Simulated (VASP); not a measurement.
# Ti (P6/mmm) in VASP: further runs

Ti is run at these levels: LDA; tasks: single point.

Program: VASP 6.6.1. These are calculated values, not measurements. Logs are shortened: lines on timing, memory, paths and dates and some standing lists are left out, and cuts for length are marked.

### 1 The cell of the first run

Symmetry: P6/mmm, No. 191, hexagonal system. Conventional cell: a = 4.600 Å, b = 4.600 Å, c = 2.820 Å, α = 90.00°, β = 90.00°, γ = 120.00°. Within 3.7 Å of Ti (site symmetry 6/mmm) lie 14 Ti at 2.82 to 3.01 Å. Ti (site symmetry -6m2) has 11 Ti at 2.66 to 3.01 Å within 3.5 Å.

### 2 Single point, LDA

Input file INCAR:

```
PREC = Accurate
ENCUT = 520
EDIFF = 1E-6
ISMEAR = -1
SIGMA = 0.05
LREAL = F
LASPH = T
NELM = 100
ALGO = Normal
ISIF = 2
LWAVE = F
LCHARG = F
GGA = CA
NBANDS = 25
```

Input file KPOINTS:

```
regular mesh
0
Gamma
  7 7 10
```

Input file POSCAR:

```
Ti
1.0
    4.6000000000      0.0000000000      0.0000000000
   -2.3000000000      3.9837200000      0.0000000000
    0.0000000000      0.0000000000      2.8200000000
Ti
3
Direct
    0.0000000000      0.0000000000      0.0000000000
    0.3333333333      0.6666666667      0.5000000000
    0.6666666667      0.3333333333      0.5000000000
```

Potentials or basis: VASP PAW LDA potentials, release 64 (Ti_sv).

Command:

```
$ cat potpaw_LDA.64/Ti_sv/POTCAR > POTCAR
$ mpirun -np 1 vasp_std > vasp.out
```

OUTCAR:

```text
PREC = Accurate
   ENCUT = 520
   EDIFF = 1E-6
   ISMEAR = -1
   LREAL = F
   LASPH = T
   NELM = 100
   ISIF = 2
   GGA = CA

 ion  position               nearest neighbor table
   1  0.000  0.000  0.000-
   2  0.333  0.667  0.500-   3 2.66   3 2.66   3 2.66
   3  0.667  0.333  0.500-   2 2.66   2 2.66   2 2.66

  LATTYP: Found a hexagonal cell.
 ALAT       =     4.6000000000
 C/A-ratio  =     0.6130434783

  Lattice vectors:

 A1 = (   4.6000000000,   0.0000000000,   0.0000000000)
 A2 = (  -2.3000000000,   3.9837200000,   0.0000000000)
 A3 = (   0.0000000000,   0.0000000000,   2.8200000000)

Analysis of symmetry for initial positions (statically):
=====================================================================
 Subroutine PRICEL returns:
 Original cell was already a primitive cell.

 Routine SETGRP: Setting up the symmetry group for a
 hexagonal supercell.

 Subroutine GETGRP returns: Found 24 space group operations
 (whereof 24 operations were pure point group operations)
 out of a pool of 24 trial point group operations.

The static configuration has the point symmetry D_6h.

Analysis of symmetry for dynamics (positions and initial velocities):
=====================================================================
 Subroutine PRICEL returns:
 Original cell was already a primitive cell.

 Routine SETGRP: Setting up the symmetry group for a
 hexagonal supercell.

 Subroutine GETGRP returns: Found 24 space group operations
 (whereof 24 operations were pure point group operations)
 out of a pool of 24 trial point group operations.

The dynamic configuration has the point symmetry D_6h.

 Subroutine INISYM returns: Found 24 space group operations
 (whereof 24 operations are pure point group operations),
 and found     1 'primitive' translations

----------------------------------------------------------------------------------------

                                     Primitive cell

  volume of cell :      51.6768

  direct lattice vectors                    reciprocal lattice vectors
     4.600000000  0.000000000  0.000000000     0.217391304  0.125510829  0.000000000
    -2.300000000  3.983720000  0.000000000     0.000000000  0.251021658  0.000000000
     0.000000000  0.000000000  2.820000000     0.000000000  0.000000000  0.354609929

  length of vectors
     4.600000000  4.600002722  2.820000000     0.251021807  0.251021658  0.354609929
[... 74 lines left out ...]
   PREC   = accura    normal or accurate (medium, high low for compatibility)
   ISTART =      0    job   : 0-new  1-cont  2-samecut
   ICHARG =      2    charge: 1-file 2-atom 10-const
   ISPIN  =      1    spin polarized calculation?
   LNONCOLLINEAR =      F non collinear calculations
   LSORBIT =      F    spin-orbit coupling
   LASPH  =      T    aspherical Exc in radial PAW
   ENCUT  =  520.0 eV  38.22 Ry    6.18 a.u.   8.55  8.55  5.24*2*pi/ulx,y,z
   NELM   =    100;   NELMIN=  2; NELMDL= -5     # of ELM steps
   EDIFF  = 0.1E-05   stopping-criterion for ELM
   LREAL  =      F    real-space projection
   EDIFFG = 0.1E-04   stopping-criterion for IOM
   NSW    =      0    number of steps for IOM
   IBRION =     -1    ionic relax: 0-MD 1-quasi-New 2-CG
   NFREE  =      0    steps in history (QN), initial steepest desc. (CG)
   ISIF   =      2    stress and relaxation
   ISYM   =      2    0-nonsym 1-usesym 2-fastsym
   POTIM  = 0.5000    time-step for ionic-motion
   TEBEG  =    0.0;   TEEND  =   0.0 temperature during run
   PSTRESS=    0.0 pullay stress
   NELECT =      36.0000    total number of electrons
   NUPDOWN=      -1.0000    fix difference up-down
   EMIN   =  10.00;   EMAX   =-10.00  energy-range for DOS
   EFERMI =   0.00;   METHOD = LEGACY
   ISMEAR =    -1;   SIGMA  =   0.05  broadening in eV -4-tet -1-fermi 0-gaus
   EFERMI_NEDOS =   21; number of points for ismear=-14 and -15
   IALGO  =     38    algorithm
   IMIX   =      4    mixing-type and parameters
     AMIX     =   0.40;   BMIX     =  1.00
     AMIX_MAG =   1.60;   BMIX_MAG =  1.00
  volume/ion in A,a.u.               =      17.23       116.24
  Fermi-wavevector in a.u.,A,eV,Ry     =   1.451255  2.742474 28.655792  2.106141
  Thomas-Fermi vector in A             =   2.568773
   LORBIT       =      0    0 simple, 1 ext, 2 COOP (PROOUT), +10 PAW based schemes
   GGA     = CA    functional components
   LHFCALC =     F    Hartree Fock is set to
   AEXX    =    0.0000 exact exchange contribution
   IVDW    =     0    specifies the selected vdW correction
   LEPSILON=     F    determine dielectric tensor
   LRPA    =     F    only Hartree local field effects (RPA)
 non-spin polarized calculation
  energy-cutoff  :      520.00
  volume of cell :       51.68
 maximum number of plane-waves:      1420
 NGX is ok and might be reduce to    36
   NGX = 17   NGY = 17   NGZ = 11

 number of electron      35.9999981 magnetization

 Free energy of the ion-electron system (eV)
  ---------------------------------------------------
  ext. energy  EPLUGINS =         0.00000000
  ---------------------------------------------------
  free energy    TOTEN  =       -25.60372844 eV

  energy without entropy =      -25.57962859  energy(sigma->0) =      -25.59167851

 E-fermi :   8.0518     XC(G=0): -11.8235

 val. band max:        8.0078035600   @ k =   0.2857   0.1429   0.1000
 cond. band min:       8.0605692009   @ k =   0.4286   0.1429   0.3000
 fundamental gap:      0.0527656409
 Fermi energy:         8.0517530215

 k-point     1 :       0.0000    0.0000    0.0000
  band No.  band energies     occupation
      1     -48.1274      2.00000
      2     -47.8692      2.00000
      3     -47.7067      2.00000
      4     -24.8297      2.00000
      5     -24.8297      2.00000
      6     -24.7140      2.00000
[... 661 lines left out ...]
     24      10.5248      0.00000
     25      10.5918      0.00000

 [... further k-points ...]
[... 5 lines left out ...]
  --------------------------------------------------------------------------------------
  -------------------------------------------------------------------------------------
  Total       -3.2009014     -3.2009065     -2.5230328      0.0000000      0.0000000     -0.0000000
  in kB      -99.2400876    -99.2402442    -78.2235890      0.0000000      0.0000000     -0.0000000
  external PRESSURE =     -92.2346402 kB  Pullay stress =       0.0000000 kB

 VOLUME and BASIS-vectors are now :
 -----------------------------------------------------------------------------
  energy-cutoff  :      520.00
  volume of cell :       51.68
      direct lattice vectors                 reciprocal lattice vectors
     4.600000000  0.000000000  0.000000000     0.217391304  0.125510829  0.000000000
    -2.300000000  3.983720000  0.000000000     0.000000000  0.251021658  0.000000000
     0.000000000  0.000000000  2.820000000     0.000000000  0.000000000  0.354609929

 POSITION                                       TOTAL-FORCE (eV/Angst)
 -----------------------------------------------------------------------------------
      0.00000      0.00000      0.00000        -0.000000     -0.000000     -0.000000
     -0.00000      2.65581      1.41000        -0.000000     -0.000000      0.000000
      2.30000      1.32791      1.41000         0.000000      0.000000     -0.000000
 -----------------------------------------------------------------------------------
    total drift:                                0.000000      0.000000     -0.000000

  FREE ENERGIE OF THE ION-ELECTRON SYSTEM (eV)
  ---------------------------------------------------
  free  energy   TOTEN  =       -25.6037284379 eV

  energy  without entropy=      -25.5796285903  energy(sigma->0) =      -25.59167851
```

Run time: 23 s. Hardware: 1 thread of Intel Xeon 6975P-C (Granite Rapids), shared host; peak memory 0.17 GiB.

Results:

* Free energy: -25.6037 eV
* Pressure: -9.2 GPa
* Band gap on the k mesh: zero (band 18 reaches 8.20 eV, above the bottom of band 19 at 7.97 eV)

Stress tensor (GPa, compression positive):
```
-9.92  0.00  0.00
 0.00 -9.92  0.00
 0.00  0.00 -7.82
```

### 3 Single point, LDA

Input file INCAR:

```
SYSTEM = Ti
  PREC = Accurate
  ENCUT = 520
  EDIFF = 1E-6
  ISMEAR = -1
  SIGMA = 0.05
  LREAL = .FALSE.
  LASPH = .TRUE.
  NELM = 100
  ALGO = Normal
  ISIF = 2
  LWAVE = .FALSE.
  LCHARG = .TRUE.
  GGA = CA
  LELF = .TRUE.
  LVHAR = .TRUE.
  NBANDS = 25
```

Input file KPOINTS:

```
Automatic mesh
0
G
  7 7 10
  0 0 0
```

POSCAR is that of step 2.

Potentials or basis: VASP PAW LDA potentials, release 64 (Ti_sv).

Command:

```
$ cat potpaw_LDA.64/Ti_sv/POTCAR > POTCAR
$ mpirun -np 1 vasp_std > vasp.out
```

It took 24 s on 1 thread of Intel Xeon 6975P-C (Granite Rapids), shared host; peak memory 0.18 GiB.

Results (log left out):

```
Free energy            : -25.6037 eV
Pressure               : -9.2 GPa
Band gap on the k mesh : zero (band 18 reaches 8.20 eV, above the bottom of band 19 at 7.97 eV)
```

Stress tensor (GPa, compression positive):
```
-9.92  0.00  0.00
 0.00 -9.92  0.00
 0.00  0.00 -7.82
```

Levels at points of the mesh, in eV from the Fermi level:
```tsv
k point	band 14	band 15	band 16	band 17	band 18	band 19	band 20	band 21	band 22	band 23
(0.00, 0.00, 0.00)	-1.92	-0.69	-0.69	-0.58	-0.58	-0.09	0.60	1.25	1.25	1.84
(0.00, 0.00, 0.50)	-2.05	-2.05	-1.60	-1.58	-1.58	1.01	1.01	1.23	1.23	2.88
```

### 4 Single point, LDA

Input file INCAR:

```
SYSTEM = Ti
ALGO = Normal
EDIFF = 1E-6
ENCUT = 520
ISIF = 2
ISMEAR = -1
LASPH = .True.
LCHARG = .False.
LREAL = .False.
LWAVE = .False.
NBANDS = 25
NELM = 100
PREC = Accurate
SIGMA = 0.05
```

Input file KPOINTS:

```
k-points
0
Gamma
  7 7 10
  0 0 0
```

POSCAR is that of step 3.

Command:

```
$ cat potpaw_LDA.64/Ti_sv/POTCAR > POTCAR
$ mpirun -np 1 vasp_std > vasp.out
```

Run time: 25 s. Hardware: 1 thread of Intel Xeon 6975P-C (Granite Rapids), shared host; peak memory 0.17 GiB.

The run converged. Its results:

```yaml
Free_energy: -25.6037 eV
Pressure: -9.2 GPa
Band_gap_on_the_k_mesh: zero (band 18 reaches 8.20 eV, above the bottom of band 19 at 7.97 eV)
```

Stress tensor (GPa, compression positive):
```
-9.92  0.00  0.00
 0.00 -9.92  0.00
 0.00  0.00 -7.82
```

Levels at points of the mesh, in eV from the Fermi level:
```csv
k point,band 16,band 17,band 18,band 19,band 20,band 21
"(0.00, 0.00, 0.00)",-0.69,-0.58,-0.58,-0.09,0.60,1.25
"(0.00, 0.00, 0.50)",-1.60,-1.58,-1.58,1.01,1.01,1.23
```
